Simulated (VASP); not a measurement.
# Co (Fm-3m) in VASP: a series of runs, part 2 of 2

VASP 6.6.1. The steps go on from the part before.

**4. Single point, r2SCAN, collinear spin, ferromagnetic start (10.42 Å³/atom)**

This run uses another cell than the first one, of 10.42 Å³/atom.

Input file POSCAR:

```
Co
1.0
    0.0000000000      1.7336112824      1.7336112824
    1.7336112824      0.0000000000      1.7336112824
    1.7336112824      1.7336112824      0.0000000000
Co
1
Direct
    0.0000000000      0.0000000000      0.0000000000
```

Input file INCAR.step1:

```
SYSTEM = Co
PREC     = Accurate       ! precision mode
ENCUT    = 520            ! plane-wave cutoff, eV
ISMEAR   = -1             ! smearing method
SIGMA    = 0.05           ! smearing width, eV
LREAL    = .False.        ! projectors in reciprocal space
LASPH    = .True.         ! aspherical terms in the spheres
NELM     = 150            ! most SCF steps
ISPIN    = 2              ! spin polarisation
MAGMOM   = 1.954          ! initial moments
LMAXMIX  = 4              ! l up to which the mixer works
NBANDS   = 14             ! bands
GGA      = PE             ! functional
ALGO     = Normal         ! electronic algorithm
EDIFF    = 1E-4           ! SCF threshold, eV
LWAVE    = .True.         ! write WAVECAR
LCHARG   = .False.        ! write CHGCAR
```

Input file INCAR.step2:

```
SYSTEM = Co
PREC     = Accurate       ! precision mode
ENCUT    = 520            ! plane-wave cutoff, eV
EDIFF    = 1E-6           ! SCF threshold, eV
ISMEAR   = -1             ! smearing method
SIGMA    = 0.05           ! smearing width, eV
LREAL    = .False.        ! projectors in reciprocal space
LASPH    = .True.         ! aspherical terms in the spheres
NELM     = 150            ! most SCF steps
ALGO     = Normal         ! electronic algorithm
ISIF     = 2              ! what is computed and relaxed
LWAVE    = .False.        ! write WAVECAR
LCHARG   = .True.         ! write CHGCAR
ISPIN    = 2              ! spin polarisation
MAGMOM   = 1.954          ! initial moments
LORBIT   = 11             ! projections on sites
LMAXMIX  = 4              ! l up to which the mixer works
METAGGA  = R2SCAN         ! meta-GGA
LMIXTAU  = .True.       
LELF     = .True.         ! ELF
LVHAR    = .True.       
NBANDS   = 14             ! bands
ISTART   = 1
```

Input file KPOINTS:

```
Automatic mesh
0
Gamma
  17 17 17
  0 0 0
```

Potentials or basis: VASP PAW PBE potentials, release 64 (Co).

Run with:

```sh
$ cat potpaw_PBE.64/Co/POTCAR > POTCAR
$ cp INCAR.step1 INCAR
$ mpirun -np 1 vasp_std > vasp.out
$ cp INCAR.step2 INCAR
$ mpirun -np 1 vasp_std > vasp.out
```

OUTCAR:

```text
SYSTEM = Co
   PREC = Accurate
   ENCUT = 520
   EDIFF = 1E-6
   ISMEAR = -1
   LREAL = .False.
   LASPH = .True.
   NELM = 150
   ISIF = 2
   ISPIN = 2
   LORBIT = 11
   METAGGA = R2SCAN
   ISTART = 1

 ion  position               nearest neighbor table
   1  0.000  0.000  0.000-

  LATTYP: Found a face centered cubic cell.
 ALAT       =     3.4672225648

  Lattice vectors:

 A1 = (   0.0000000000,   1.7336112824,   1.7336112824)
 A2 = (   1.7336112824,   0.0000000000,   1.7336112824)
 A3 = (   1.7336112824,   1.7336112824,   0.0000000000)
[... 1022 lines left out ...]
  -------------------------------------------------------------------------------------
  Total        0.6036388      0.6036388      0.6036388      0.0000000      0.0000000      0.0000000
  in kB       92.8116699     92.8116699     92.8116699      0.0000000      0.0000000      0.0000000
  external PRESSURE =      92.8116699 kB  Pullay stress =       0.0000000 kB

 VOLUME and BASIS-vectors are now :
 -----------------------------------------------------------------------------
  energy-cutoff  :      520.00
  volume of cell :       10.42
      direct lattice vectors                 reciprocal lattice vectors
     0.000000000  1.733611282  1.733611282    -0.288415290  0.288415290  0.288415290
     1.733611282  0.000000000  1.733611282     0.288415290 -0.288415290  0.288415290
     1.733611282  1.733611282  0.000000000     0.288415290  0.288415290 -0.288415290

 POSITION                                       TOTAL-FORCE (eV/Angst)
 -----------------------------------------------------------------------------------
      0.00000      0.00000      0.00000         0.000000     -0.000000     -0.000000
 -----------------------------------------------------------------------------------
    total drift:                                0.000000     -0.000000      0.000000

  FREE ENERGIE OF THE ION-ELECTRON SYSTEM (eV)
  ---------------------------------------------------
  free  energy   TOTEN  =       -13.2254335746 eV

  energy  without entropy=      -13.2190935828  energy(sigma->0) =      -13.22226358

 total charge

# of ion       s       p       d       tot
------------------------------------------
    1        0.530   0.605   7.241   8.377

 magnetization (x)

# of ion       s       p       d       tot
------------------------------------------
    1       -0.001  -0.059   1.926   1.865
```

OSZICAR.step1:

```text
N       E                     dE             d eps       ncg     rms          rms(c)
DAV:   1     0.275821970921E+02    0.27582E+02   -0.38033E+03  9642   0.777E+02
DAV:   2    -0.685183231079E+01   -0.34434E+02   -0.32057E+02 10146   0.148E+02
DAV:   3    -0.800969728112E+01   -0.11579E+01   -0.11476E+01 11652   0.283E+01
DAV:   4    -0.801677829529E+01   -0.70810E-02   -0.70788E-02 11404   0.207E+00
DAV:   5    -0.801686278166E+01   -0.84486E-04   -0.84485E-04 12100   0.215E-01    0.109E+01
DAV:   6    -0.718349212106E+01    0.83337E+00   -0.11492E+01 12548   0.383E+01    0.444E+00
DAV:   7    -0.702707597917E+01    0.15642E+00   -0.12119E+00 11080   0.115E+01    0.262E+00
DAV:   8    -0.701624031958E+01    0.10836E-01   -0.13085E-02 12370   0.768E-01    0.142E+00
DAV:   9    -0.700915581986E+01    0.70845E-02   -0.81968E-03 13356   0.618E-01    0.354E-01
DAV:  10    -0.700935014270E+01   -0.19432E-03   -0.40172E-04 10772   0.158E-01    0.105E-01
DAV:  11    -0.700937314094E+01   -0.22998E-04   -0.29483E-04  8902   0.143E-01
   1 F= -.70093731E+01 E0= -.70045733E+01  d E =-.959974E-02  mag=     1.6308
```

It took 5.3 min on 1 thread of AMD EPYC 7R13, shared host; peak memory 0.13 GiB.

Results:

- Free energy: -13.2254 eV
- Pressure: 9.3 GPa
- Net moment: 1.82 μB per cell
- Site moments: Co +1.86 μB
- Valence electrons inside the program's atomic spheres: Co 8.38

Levels at points of the mesh, in eV from the Fermi level:
Spin up:
| k point | band 1 | band 2 | band 3 | band 4 | band 5 | band 6 | band 7 | band 8 | band 9 | band 10 |
| --- | --- | --- | --- | --- | --- | --- | --- | --- | --- | --- |
| (0.00, 0.00, 0.00) | -9.96 | -3.62 | -3.62 | -3.62 | -2.85 | -2.85 | 23.90 | 28.69 | 28.69 | 28.69 |
Spin down:
```
           k point  band 1  band 2  band 3  band 4  band 5  band 6  band 7  band 8
(0.00, 0.00, 0.00)  -10.39   -1.58   -1.58   -1.58    0.82    0.82   23.74   29.68
```

Caveat: the cell stands under pressure; the PAW data sets were made with another functional, which shifts forces and pressure a little.

**5. Overview**

| cell | gap on the mesh (eV) | pressure (GPa) | moment (μB) |
| --- | --- | --- | --- |
| a = 2.382 Å, angles 60.0°, 1 atom | none | 34.2 | 1.72 |
| a = 2.417 Å, angles 60.0°, 1 atom | none | 20.1 | 1.77 |
| a = 2.452 Å, angles 60.0°, 1 atom | none | 9.3 | 1.82 |

Alike in all rows: task single point; level r2SCAN; potentials or basis VASP PAW PBE potentials, release 64 (Co); spin collinear, ferromagnetic start; k mesh 17 × 17 × 17; cutoff (eV) 520; smearing fermi-dirac 0.05 eV.

Caveats: the cell stands under pressure; the PAW data sets were made with another functional, which shifts forces and pressure a little.

Absolute energies hang on the potentials; compare differences alone.
